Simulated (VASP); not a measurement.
# ZnS (P6_3mc) in VASP: notebook

ZnS is run at these levels: PBE; tasks: single point.

All numbers are computed with VASP 6.6.1; they aren't measurements. Logs are shortened: lines on timing, memory, paths and dates and some standing lists are left out, and cuts for length are marked.

## Step 1: The cell of the first run

It takes space group P6_3mc (No. 186, hexagonal). The conventional cell has a = 3.885 Å, b = 3.885 Å, c = 12.715 Å, α = 90.00°, β = 90.00°, γ = 120.00°. Zn (site symmetry 3m) has 4 S at 2.38 Å within 3.1 Å. Within 3.1 Å of Zn (site symmetry 3m) lie 4 S at 2.38 to 2.39 Å. S (site symmetry 3m) has 4 Zn at 2.38 Å within 3.1 Å. Within 3.1 Å of S (site symmetry 3m) lie 4 Zn at 2.38 to 2.39 Å.

## Step 2: Single point, PBE (20.77 Å³/atom)

File INCAR:

```
SYSTEM = ZnS
PREC = Accurate ; ENCUT = 520
EDIFF = 1E-6 ; ISMEAR = 0
SIGMA = 0.02 ; LREAL = .False.
LASPH = .True. ; NELM = 80
ALGO = Normal ; ISIF = 2
LWAVE = .False. ; LCHARG = .False.
GGA = PE ; NBANDS = 46
```

File KPOINTS:

```
regular mesh
0
Gamma
  12 12 4
  0 0 0
```

File POSCAR:

```
ZnS
1.0
    3.8848122533      0.0000000000      0.0000000000
   -1.9424061267      3.3643461003      0.0000000000
    0.0000000000      0.0000000000     12.7148887007
Zn S
4 4
Direct
    0.0000000000      0.0000000000      0.0000503385
    0.0000000000      0.0000000000      0.5000503385
    0.3333333333      0.6666666667      0.2500245045
    0.6666666667      0.3333333333      0.7500245045
    0.0000000000      0.0000000000      0.1872897063
    0.0000000000      0.0000000000      0.6872897063
    0.3333333333      0.6666666667      0.4376354507
    0.6666666667      0.3333333333      0.9376354507
```

Potentials or basis: VASP PAW PBE potentials, release 64 (Zn, S).

The run is started by

```sh
$ cat potpaw_PBE.64/Zn/POTCAR potpaw_PBE.64/S/POTCAR > POTCAR
$ mpirun -np 1 vasp_std > vasp.out
```

OUTCAR:

```text
SYSTEM = ZnS
   PREC = Accurate
   ENCUT = 520
   EDIFF = 1E-6
   ISMEAR = 0
   LREAL = .False.
   LASPH = .True.
   NELM = 80
   ISIF = 2
   GGA = PE

 ion  position               nearest neighbor table
   1  0.000  0.000  0.000-   8 2.38   8 2.38   8 2.38   5 2.38
   2  0.000  0.000  0.500-   7 2.38   7 2.38   7 2.38   6 2.38
   3  0.333  0.667  0.250-   5 2.38   5 2.38   5 2.38   7 2.39
   4  0.667  0.333  0.750-   6 2.38   6 2.38   6 2.38   8 2.39
   5  0.000  0.000  0.187-   3 2.38   3 2.38   3 2.38   1 2.38
   6  0.000  0.000  0.687-   4 2.38   4 2.38   4 2.38   2 2.38
   7  0.333  0.667  0.438-   2 2.38   2 2.38   2 2.38   3 2.39
   8  0.667  0.333  0.938-   1 2.38   1 2.38   1 2.38   4 2.39

  LATTYP: Found a hexagonal cell.
 ALAT       =     3.8848122533
 C/A-ratio  =     3.2729737943

  Lattice vectors:

 A1 = (   3.8848122533,   0.0000000000,   0.0000000000)
 A2 = (  -1.9424061267,   3.3643461003,   0.0000000000)
 A3 = (   0.0000000000,   0.0000000000,  12.7148887007)

Analysis of symmetry for initial positions (statically):
=====================================================================
 Subroutine PRICEL returns:
 Original cell was already a primitive cell.

 Routine SETGRP: Setting up the symmetry group for a
 hexagonal supercell.

 Subroutine GETGRP returns: Found 12 space group operations
 (whereof  6 operations were pure point group operations)
 out of a pool of 24 trial point group operations.

The static configuration has the point symmetry C_3v.
 The point group associated with its full space group is C_6v.

Analysis of symmetry for dynamics (positions and initial velocities):
=====================================================================
 Subroutine PRICEL returns:
 Original cell was already a primitive cell.

 Routine SETGRP: Setting up the symmetry group for a
 hexagonal supercell.

 Subroutine GETGRP returns: Found 12 space group operations
 (whereof  6 operations were pure point group operations)
 out of a pool of 24 trial point group operations.

The dynamic configuration has the point symmetry C_3v.
 The point group associated with its full space group is C_6v.

 Subroutine INISYM returns: Found 12 space group operations
 (whereof  6 operations are pure point group operations),
 and found     1 'primitive' translations

----------------------------------------------------------------------------------------

                                     Primitive cell
[... 103 lines left out ...]
   EDIFF  = 0.1E-05   stopping-criterion for ELM
   LREAL  =      F    real-space projection
   EDIFFG = 0.1E-04   stopping-criterion for IOM
   NSW    =      0    number of steps for IOM
   IBRION =     -1    ionic relax: 0-MD 1-quasi-New 2-CG
   NFREE  =      0    steps in history (QN), initial steepest desc. (CG)
   ISIF   =      2    stress and relaxation
   ISYM   =      2    0-nonsym 1-usesym 2-fastsym
   POTIM  = 0.5000    time-step for ionic-motion
   TEBEG  =    0.0;   TEEND  =   0.0 temperature during run
   PSTRESS=    0.0 pullay stress
   NELECT =      72.0000    total number of electrons
   NUPDOWN=      -1.0000    fix difference up-down
   EMIN   =  10.00;   EMAX   =-10.00  energy-range for DOS
   EFERMI =   0.00;   METHOD = LEGACY
   ISMEAR =     0;   SIGMA  =   0.02  broadening in eV -4-tet -1-fermi 0-gaus
   EFERMI_NEDOS =   21; number of points for ismear=-14 and -15
   IALGO  =     38    algorithm
   IMIX   =      4    mixing-type and parameters
     AMIX     =   0.40;   BMIX     =  1.00
     AMIX_MAG =   1.60;   BMIX_MAG =  1.00
  volume/ion in A,a.u.               =      20.77       140.18
  Fermi-wavevector in a.u.,A,eV,Ry     =   1.238772  2.340939 20.878889  1.534555
  Thomas-Fermi vector in A             =   2.373283
   LORBIT       =      0    0 simple, 1 ext, 2 COOP (PROOUT), +10 PAW based schemes
   GGA     = PE    functional components
   LHFCALC =     F    Hartree Fock is set to
   AEXX    =    0.0000 exact exchange contribution
   IVDW    =     0    specifies the selected vdW correction
   LEPSILON=     F    determine dielectric tensor
   LRPA    =     F    only Hartree local field effects (RPA)
 non-spin polarized calculation
 Gauss-broadening in eV      SIGMA  =   0.02
  energy-cutoff  :      520.00
  volume of cell :      166.18
 maximum number of plane-waves:      4503
 NGX is ok and might be reduce to    30
   NGX = 15   NGY = 15   NGZ = 47

 number of electron      72.0000051 magnetization

 Free energy of the ion-electron system (eV)
  ---------------------------------------------------
  ext. energy  EPLUGINS =         0.00000000
  ---------------------------------------------------
  free energy    TOTEN  =       -27.37551579 eV

  energy without entropy =      -27.37551579  energy(sigma->0) =      -27.37551579

 E-fermi :   1.7859     XC(G=0):  -9.3862

 val. band max:        1.6482237284   @ k =   0.0000   0.0000   0.0000
 cond. band min:       3.5712498604   @ k =   0.0000   0.0000   0.0000
 fundamental gap:      1.9230261320
 Fermi energy:         1.7859362503

 k-point     1 :       0.0000    0.0000    0.0000
  band No.  band energies     occupation
      1     -11.1578      2.00000
      2     -10.7780      2.00000
      3     -10.7689      2.00000
      4     -10.3212      2.00000
      5      -4.5020      2.00000
      6      -4.4975      2.00000
[... 1165 lines left out ...]
     45       8.7883      0.00000
     46       9.2753      0.00000

 [... further k-points ...]
[... 5 lines left out ...]
  --------------------------------------------------------------------------------------
  -------------------------------------------------------------------------------------
  Total       -1.8381768     -1.8381768     -1.8618654      0.0000000      0.0000000      0.0000000
  in kB      -17.7220766    -17.7220766    -17.9504606      0.0000000      0.0000000      0.0000000
  external PRESSURE =     -17.7982046 kB  Pullay stress =       0.0000000 kB

 VOLUME and BASIS-vectors are now :
 -----------------------------------------------------------------------------
  energy-cutoff  :      520.00
  volume of cell :      166.18
      direct lattice vectors                 reciprocal lattice vectors
     3.884812253  0.000000000  0.000000000     0.257412697  0.148617290  0.000000000
    -1.942406127  3.364346100  0.000000000     0.000000000  0.297234580  0.000000000
     0.000000000  0.000000000 12.714888701     0.000000000  0.000000000  0.078647955

 POSITION                                       TOTAL-FORCE (eV/Angst)
 -----------------------------------------------------------------------------------
      0.00000      0.00000      0.00064        -0.000000     -0.000000     -0.000228
      0.00000      0.00000      6.35808        -0.000000      0.000000     -0.000228
     -0.00000      2.24290      3.17903        -0.000000     -0.000000      0.000514
      1.94241      1.12145      9.53648        -0.000000      0.000000      0.000514
      0.00000      0.00000      2.38137         0.000000      0.000000     -0.000352
      0.00000      0.00000      8.73881         0.000000     -0.000000     -0.000352
     -0.00000      2.24290      5.56449         0.000000      0.000000      0.000066
      1.94241      1.12145     11.92193         0.000000      0.000000      0.000066
 -----------------------------------------------------------------------------------
    total drift:                               -0.000000     -0.000001     -0.001028

  FREE ENERGIE OF THE ION-ELECTRON SYSTEM (eV)
  ---------------------------------------------------
  free  energy   TOTEN  =       -27.3755157906 eV

  energy  without entropy=      -27.3755157906  energy(sigma->0) =      -27.37551579
```

OSZICAR:

```text
N       E                     dE             d eps       ncg     rms          rms(c)
DAV:   1     0.586645240243E+03    0.58665E+03   -0.33289E+04  5244   0.187E+03
DAV:   2     0.514427985640E+02   -0.53520E+03   -0.51475E+03  5252   0.430E+02
DAV:   3    -0.252723063610E+02   -0.76715E+02   -0.75467E+02  5764   0.150E+02
DAV:   4    -0.290282253060E+02   -0.37559E+01   -0.37391E+01  6426   0.335E+01
DAV:   5    -0.290868630679E+02   -0.58638E-01   -0.58604E-01  6184   0.422E+00    0.126E+01
DAV:   6    -0.273376817849E+02    0.17492E+01   -0.35882E+00  8090   0.404E+01    0.985E+00
DAV:   7    -0.274282629667E+02   -0.90581E-01   -0.40251E+00  5924   0.787E+00    0.396E+00
DAV:   8    -0.273734252249E+02    0.54838E-01   -0.27483E-01  6636   0.471E+00    0.110E+00
DAV:   9    -0.273746521782E+02   -0.12270E-02   -0.54873E-02  6794   0.268E+00    0.353E-01
DAV:  10    -0.273749700873E+02   -0.31791E-03   -0.33738E-03  6116   0.637E-01    0.185E-01
DAV:  11    -0.273754884523E+02   -0.51836E-03   -0.90846E-04  6202   0.209E-01    0.110E-01
DAV:  12    -0.273755069181E+02   -0.18466E-04   -0.86118E-05  6324   0.208E-01    0.168E-02
DAV:  13    -0.273755110330E+02   -0.41149E-05   -0.19564E-05  6738   0.531E-02    0.149E-02
DAV:  14    -0.273755157848E+02   -0.47518E-05   -0.92369E-06  5722   0.202E-02    0.504E-03
DAV:  15    -0.273755157906E+02   -0.57216E-08   -0.87737E-07  4028   0.157E-02
   1 F= -.27375516E+02 E0= -.27375516E+02  d E =-.100524E-24
```

Run time: 13 min. Hardware: 1 thread of Oxide Virtual Turin-like, shared host; peak memory 0.45 GiB.

What came out:

* Free energy: -27.3755 eV
* Pressure: -1.8 GPa
* Band gap on the k mesh: 1.92 eV

Levels at points of the mesh, in eV from the valence-band top:
```
           k point  band 34  band 35  band 36  band 37  band 38  band 39
(0.00, 0.00, 0.00)    -0.04     0.00     0.00     1.92     3.10     3.24
(0.50, 0.00, 0.00)    -1.45    -1.01    -0.80     3.27     3.39     3.78
(0.00, 0.00, 0.50)    -0.13    -0.13    -0.13     2.78     2.78     3.21
(0.50, 0.00, 0.50)    -1.39    -1.01    -1.01     3.68     3.68     3.98
```

A k mesh can miss the band edges.

(Continued in part 2 of 2.)
